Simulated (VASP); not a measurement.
# Sn2HO2 in VASP: a series of runs

Sn2HO2 is run at these levels: PBE+D3(BJ); tasks: single point.

Program: VASP 6.6.1. These are calculated values, not measurements. Logs are shortened: lines on timing, memory, paths and dates and some standing lists are left out, and cuts for length are marked.

**1. The cell of the first run**

The cell holds a slab with vacuum, 5 atoms: a = 3.820 Å, b = 3.820 Å, c = 17.863 Å, α = 90.00°, β = 90.00°, γ = 90.00°.

**2. Single point, PBE+D3(BJ), collinear spin, ferromagnetic start**

File INCAR:

```
PREC = Accurate
ENCUT = 520
EDIFF = 1E-6
ISMEAR = 0
SIGMA = 0.05
LREAL = F
LASPH = T
NELM = 150
ALGO = Normal
ISIF = 2
LWAVE = F
LCHARG = T
ISPIN = 2
MAGMOM = 0 0 0 0 1
LORBIT = 11
LDIPOL = T
IDIPOL = 3
DIPOL = 0.5 0.5 0.317
GGA = PE
IVDW = 12
LELF = T
LVHAR = T
LVACPOTAV = T
NBANDS = 32
```

File KPOINTS:

```
regular mesh
0
Gamma
  7 7 1
```

File POSCAR:

```
Sn2HO2
1.0
    3.8201633739      0.0000000000      0.0000000000
    0.0000000000      3.8201633739      0.0000000000
    0.0000000000      0.0000000000     17.8630408312
Sn O H
2 2 1
Direct
    0.7500000000      0.2500000000      0.2239260402
    0.2500000000      0.7500000000      0.3562126343
    0.2500000000      0.2500000000      0.2900693373
    0.7500000000      0.7500000000      0.2900693373
    0.2500000000      1.1250000000      0.4261785051
```

Potentials or basis: VASP PAW PBE potentials, release 64 (Sn_d, O, H).

Launch:

```console
$ cat potpaw_PBE.64/Sn_d/POTCAR potpaw_PBE.64/O/POTCAR potpaw_PBE.64/H/POTCAR > POTCAR
$ mpirun -np 1 vasp_std > vasp.out
```

OUTCAR:

```text
PREC = Accurate
   ENCUT = 520
   EDIFF = 1E-6
   ISMEAR = 0
   LREAL = F
   LASPH = T
   NELM = 150
   ISIF = 2
   ISPIN = 2
   LORBIT = 11
   GGA = PE
   IVDW = 12
 IVDW          = 12

 ion  position               nearest neighbor table
   1  0.750  0.250  0.224-   3 2.25   4 2.25   4 2.25   3 2.25   2 3.59   2 3.59   2 3.59   2 3.59

   2  0.250  0.750  0.356-   5 1.90   4 2.25   3 2.25   3 2.25   4 2.25   1 3.59   1 3.59   1 3.59
                             1 3.59
   3  0.250  0.250  0.290-   2 2.25   2 2.25   1 2.25   1 2.25
   4  0.750  0.750  0.290-   2 2.25   2 2.25   1 2.25   1 2.25
   5  0.250  0.125  0.426-   2 1.90

  LATTYP: Found a simple tetragonal cell.
 ALAT       =     3.8201633739
 C/A-ratio  =     4.6759887164

  Lattice vectors:

 A1 = (   3.8201633739,   0.0000000000,   0.0000000000)
 A2 = (   0.0000000000,   3.8201633739,   0.0000000000)
 A3 = (   0.0000000000,   0.0000000000,  17.8630408312)

Analysis of symmetry for initial positions (statically):
=====================================================================
 Subroutine PRICEL returns:
 Original cell was already a primitive cell.

 Routine SETGRP: Setting up the symmetry group for a
 simple tetragonal supercell.

 Subroutine GETGRP returns: Found  2 space group operations
 (whereof  1 operations were pure point group operations)
 out of a pool of 16 trial point group operations.

The static configuration has the point symmetry C_1 .
 The point group associated with its full space group is C_1h.

Analysis of symmetry for dynamics (positions and initial velocities):
=====================================================================
 Subroutine PRICEL returns:
 Original cell was already a primitive cell.

 Routine SETGRP: Setting up the symmetry group for a
 simple tetragonal supercell.

 Subroutine GETGRP returns: Found  2 space group operations
 (whereof  1 operations were pure point group operations)
 out of a pool of 16 trial point group operations.

The dynamic configuration has the point symmetry C_1 .
 The point group associated with its full space group is C_1h.

Analysis of structural, dynamic, and magnetic symmetry:
=====================================================================
 Subroutine PRICEL returns:
 Original cell was already a primitive cell.

 Routine SETGRP: Setting up the symmetry group for a
 simple tetragonal supercell.

 Subroutine GETGRP returns: Found  2 space group operations
 (whereof  1 operations were pure point group operations)
 out of a pool of 16 trial point group operations.

The overall configuration has the point symmetry C_1 .
 The point group associated with its full space group is C_1h.

 Subroutine INISYM returns: Found  2 space group operations
 (whereof  1 operations are pure point group operations),
 and found     1 'primitive' translations

----------------------------------------------------------------------------------------

                                     Primitive cell

  volume of cell :     260.6869

  direct lattice vectors                    reciprocal lattice vectors
     3.820163374  0.000000000  0.000000000     0.261768909  0.000000000  0.000000000
     0.000000000  3.820163374  0.000000000     0.000000000  0.261768909  0.000000000
     0.000000000  0.000000000 17.863040831     0.000000000  0.000000000  0.055981510

  length of vectors
     3.820163374  3.820163374 17.863040831     0.261768909  0.261768909  0.055981510

  position of ions in fractional coordinates (direct lattice)
     0.750000000  0.250000000  0.223926040
     0.250000000  0.750000000  0.356212634
     0.250000000  0.250000000  0.290069337
     0.750000000  0.750000000  0.290069337
     0.250000000  0.125000000  0.426178505

  ion indices of the primitive-cell ions
   primitive index   ion index
                 1           1
                 2           2
                 3           3
                 4           4
                 5           5

----------------------------------------------------------------------------------------

 KPOINTS: regular mesh

Automatic generation of k-mesh.
 Grid dimensions read from file:
 generate k-points for:    7    7    1

 Generating k-lattice:

  Cartesian coordinates                     Fractional coordinates (reciprocal lattice)
     0.037395558  0.000000000  0.000000000     0.142857143  0.000000000  0.000000000
     0.000000000  0.037395558  0.000000000     0.000000000  0.142857143  0.000000000
     0.000000000  0.000000000  0.055981510     0.000000000  0.000000000  1.000000000

  Length of vectors
     0.037395558  0.037395558  0.055981510

  Shift w.r.t. Gamma in fractional coordinates (k-lattice)
     0.000000000  0.000000000  0.000000000

 Subroutine IBZKPT returns following result:
 ===========================================

 Found     16 irreducible k-points:

 Following reciprocal coordinates:
            Coordinates               Weight
  0.000000  0.000000  0.000000      1.000000
  0.142857  0.000000  0.000000      2.000000
  0.000000  0.142857  0.000000      2.000000
  0.285714  0.000000  0.000000      2.000000
  0.000000  0.285714  0.000000      2.000000
  0.428571  0.000000  0.000000      2.000000
[... 8 lines left out ...]
 -0.285714  0.428571  0.000000      4.000000
  0.428571  0.428571  0.000000      4.000000
   k-points           NKPTS =     16   k-points in BZ     NKDIM =     16   number of bands    NBANDS=     32
   number of dos      NEDOS =    301   number of ions     NIONS =      5
   total plane-waves  NPLWV = 109760
   dimension x,y,z NGX =    28 NGY =   28 NGZ =  140
   dimension x,y,z NGXF=    56 NGYF=   56 NGZF=  280
   ions per type =               2   2   1
   NGX,Y,Z   is equivalent  to a cutoff of  12.19, 12.19, 13.03 a.u.
   NGXF,Y,Z  is equivalent  to a cutoff of  24.37, 24.37, 26.06 a.u.
 SYSTEM =  unknown system
   PREC   = accura    normal or accurate (medium, high low for compatibility)
   ISTART =      0    job   : 0-new  1-cont  2-samecut
   ICHARG =      2    charge: 1-file 2-atom 10-const
   ISPIN  =      2    spin polarized calculation?
   LNONCOLLINEAR =      F non collinear calculations
   LSORBIT =      F    spin-orbit coupling
   LASPH  =      T    aspherical Exc in radial PAW
   ENCUT  =  520.0 eV  38.22 Ry    6.18 a.u.   7.10  7.10 33.21*2*pi/ulx,y,z
   NELM   =    150;   NELMIN=  2; NELMDL= -5     # of ELM steps
   EDIFF  = 0.1E-05   stopping-criterion for ELM
   LREAL  =      F    real-space projection
   EDIFFG = 0.1E-04   stopping-criterion for IOM
   NSW    =      0    number of steps for IOM
   IBRION =     -1    ionic relax: 0-MD 1-quasi-New 2-CG
   NFREE  =      0    steps in history (QN), initial steepest desc. (CG)
   ISIF   =      2    stress and relaxation
   ISYM   =      2    0-nonsym 1-usesym 2-fastsym
   POTIM  = 0.5000    time-step for ionic-motion
   TEBEG  =    0.0;   TEEND  =   0.0 temperature during run
   PSTRESS=    0.0 pullay stress
   NELECT =      41.0000    total number of electrons
   NUPDOWN=      -1.0000    fix difference up-down
   EMIN   =  10.00;   EMAX   =-10.00  energy-range for DOS
   EFERMI =   0.00;   METHOD = LEGACY
   ISMEAR =     0;   SIGMA  =   0.05  broadening in eV -4-tet -1-fermi 0-gaus
   EFERMI_NEDOS =   21; number of points for ismear=-14 and -15
   IALGO  =     38    algorithm
   IMIX   =      4    mixing-type and parameters
     AMIX     =   0.40;   BMIX     =  1.00
     AMIX_MAG =   1.60;   BMIX_MAG =  1.00
  volume/ion in A,a.u.               =      52.14       351.84
  Fermi-wavevector in a.u.,A,eV,Ry     =   0.883683  1.669918 10.624723  0.780895
  Thomas-Fermi vector in A             =   2.004482
   LORBIT       =     11    0 simple, 1 ext, 2 COOP (PROOUT), +10 PAW based schemes
   GGA     = PE    functional components
   LHFCALC =     F    Hartree Fock is set to
   AEXX    =    0.0000 exact exchange contribution
   IVDW    =    12    specifies the selected vdW correction
   LEPSILON=     F    determine dielectric tensor
   LRPA    =     F    only Hartree local field effects (RPA)
 spin polarized calculation
 Gauss-broadening in eV      SIGMA  =   0.05
  energy-cutoff  :      520.00
  volume of cell :      260.69
 maximum number of plane-waves:      7046
   NGX = 15   NGY = 15   NGZ = 67

 dipolmoment           0.000000      0.000000     -0.013648 electrons x Angstroem

 number of electron      40.9999984 magnetization       0.0558310

 dipolmoment           0.000000      0.000000      0.064550 electrons x Angstroem

 Free energy of the ion-electron system (eV)
  ---------------------------------------------------
  ext. energy  EPLUGINS =         0.00000000
  ---------------------------------------------------
  free energy    TOTEN  =       -24.50535813 eV

  energy without entropy =      -24.50275341  energy(sigma->0) =      -24.50405577

 E-fermi :  -0.9437     XC(G=0):  -3.6861

 val. band max:       -0.9654156602   @ k =   0.2857   0.2857   0.0000
 cond. band min:      -0.9422907445   @ k =   0.4286   0.2857   0.0000
 fundamental gap:      0.0231249157
 Fermi energy:        -0.9437469267

 spin component 1

 k-point     1 :       0.0000    0.0000    0.0000
  band No.  band energies     occupation
      1     -23.2385      1.00000
      2     -22.9471      1.00000
      3     -22.8904      1.00000
      4     -22.8632      1.00000
      5     -22.8617      1.00000
      6     -22.8166      1.00000
[... 24 lines left out ...]
     31       5.4996      0.00000
     32       6.6311      0.00000

 k-point     2 :       0.1429    0.0000    0.0000
  band No.  band energies     occupation
      1     -23.2319      1.00000
      2     -22.9663      1.00000
      3     -22.8834      1.00000
      4     -22.8693      1.00000
      5     -22.8589      1.00000
      6     -22.8123      1.00000
[... 24 lines left out ...]
     31       5.7385      0.00000
     32       7.1801      0.00000
[... 453 lines left out ...]
     31       6.3793      0.00000
     32       6.6803      0.00000

 k-point    16 :       0.4286    0.4286    0.0000
  band No.  band energies     occupation
      1     -23.2308      1.00000
      2     -23.1271      1.00000
      3     -22.9208      1.00000
      4     -22.8972      1.00000
      5     -22.8034      1.00000
      6     -22.7497      1.00000
[... 24 lines left out ...]
     31       6.9919      0.00000
     32       7.3297      0.00000
 Fermi energy:        -0.9437469267

 spin component 2

 k-point     1 :       0.0000    0.0000    0.0000
  band No.  band energies     occupation
      1     -23.2344      1.00000
      2     -22.9420      1.00000
      3     -22.8864      1.00000
      4     -22.8582      1.00000
      5     -22.8568      1.00000
      6     -22.8135      1.00000
[... 24 lines left out ...]
     31       5.5028      0.00000
     32       6.6364      0.00000

 k-point     2 :       0.1429    0.0000    0.0000
  band No.  band energies     occupation
      1     -23.2279      1.00000
      2     -22.9612      1.00000
      3     -22.8791      1.00000
      4     -22.8643      1.00000
      5     -22.8539      1.00000
      6     -22.8097      1.00000
[... 24 lines left out ...]
     31       5.7425      0.00000
     32       7.1802      0.00000
[... 453 lines left out ...]
     31       6.3648      0.00000
     32       6.7037      0.00000

 k-point    16 :       0.4286    0.4286    0.0000
  band No.  band energies     occupation
      1     -23.2274      1.00000
      2     -23.1227      1.00000
      3     -22.9159      1.00000
      4     -22.8918      1.00000
      5     -22.7986      1.00000
      6     -22.7481      1.00000
[... 24 lines left out ...]
     31       6.9593      0.00000
     32       7.3506      0.00000

------------------------ aborting loop because EDIFF is reached ----------------------------------------

 Edisp (eV)   -0.60820

 E8    (eV) :    -0.2661

  FORCE on cell =-STRESS in cart. coord.  units (eV):
  Direction    XX          YY          ZZ          XY          YZ          ZX
  --------------------------------------------------------------------------------------
  -------------------------------------------------------------------------------------
  Total      -1.07247    -1.07824     0.71761     0.00000     0.66589     0.00000
  in kB      -6.59138    -6.62683     4.41042     0.00000     4.09254     0.00000
  external pressure =       -2.94 kB  Pullay stress =        0.00 kB

 VOLUME and BASIS-vectors are now :
 -----------------------------------------------------------------------------
  energy-cutoff  :      520.00
  volume of cell :      260.69
      direct lattice vectors                 reciprocal lattice vectors
     3.820163374  0.000000000  0.000000000     0.261768909  0.000000000  0.000000000
     0.000000000  3.820163374  0.000000000     0.000000000  0.261768909  0.000000000
     0.000000000  0.000000000 17.863040831     0.000000000  0.000000000  0.055981510

 POSITION                                       TOTAL-FORCE (eV/Angst)
 -----------------------------------------------------------------------------------
      2.86512      0.95504      4.00000         0.000000     -0.057227     -0.022675
      0.95504      2.86512      6.36304         0.000000     -0.295051      0.607311
      0.95504      0.95504      5.18152         0.000000     -0.200590     -1.075572
      2.86512      2.86512      5.18152         0.000000      0.163294      0.469624
      0.95504      0.47752      7.61284         0.000000      0.389574      0.021312
 -----------------------------------------------------------------------------------
    total drift:                                0.000000     -0.000034      0.001397

  FREE ENERGIE OF THE ION-ELECTRON SYSTEM (eV)
  ---------------------------------------------------
  free  energy   TOTEN  =       -25.1135564531 eV

  energy  without entropy=      -25.1109517245  energy(sigma->0) =      -25.11225409

 vacuum level on the upper side and lower side of the slab         3.583         2.784

 total charge

# of ion       s       p       d       tot
------------------------------------------
    1        1.278   0.766  10.055  12.099
    2        1.153   0.845  10.095  12.093
    3        1.579   3.429   0.000   5.007
    4        1.578   3.415   0.000   4.993
    5        0.474   0.007   0.000   0.481
--------------------------------------------------
tot          6.063   8.461  20.149  34.673

 magnetization (x)

# of ion       s       p       d       tot
------------------------------------------
    1        0.000   0.001   0.000   0.001
    2        0.010   0.005   0.002   0.017
    3        0.000   0.005   0.000   0.005
    4        0.000   0.002   0.000   0.002
    5        0.009   0.000   0.000   0.009
--------------------------------------------------
tot          0.019   0.012   0.002   0.033
```

Wall time 3.5 min (1 thread of Intel Xeon 6975P-C (Granite Rapids), shared host); peak memory 0.5 GiB.

Results:

| Quantity | Value |
| --- | --- |
| Free energy | -25.1136 eV |
| Largest force | 1.094 eV/Å |
| Net moment | 0.06 μB per cell |
| Valence electrons inside the program's atomic spheres | Sn 12.10, 12.09; O 5.01, 4.99; H 0.48 |
| Dispersion energy per atom | -0.122 eV |

Forces in eV/Å, atoms in the order of the input:
```
Sn   0.000 -0.057 -0.023
Sn   0.000 -0.295  0.607
O    0.000 -0.201 -1.076
O    0.000  0.163  0.470
H    0.000  0.390  0.021
```

Levels at points of the mesh, in eV from the Fermi level:
Spin up:
| k point | band 17 | band 18 | band 19 | band 20 | band 21 | band 22 | band 23 | band 24 |
| --- | --- | --- | --- | --- | --- | --- | --- | --- |
| (0.00, 0.00, 0.00) | -3.77 | -3.32 | -3.32 | -2.47 | 0.31 | 1.54 | 3.13 | 3.70 |
Spin down:
```csv
k point,band 17,band 18,band 19,band 20,band 21,band 22,band 23,band 24
"(0.00, 0.00, 0.00)",-3.76,-3.32,-3.31,-2.45,0.33,1.54,3.16,3.77
```

Caveat: spin-orbit coupling is left out, which moves the levels of the heavy elements.

(Continued in part 2 of 2.)
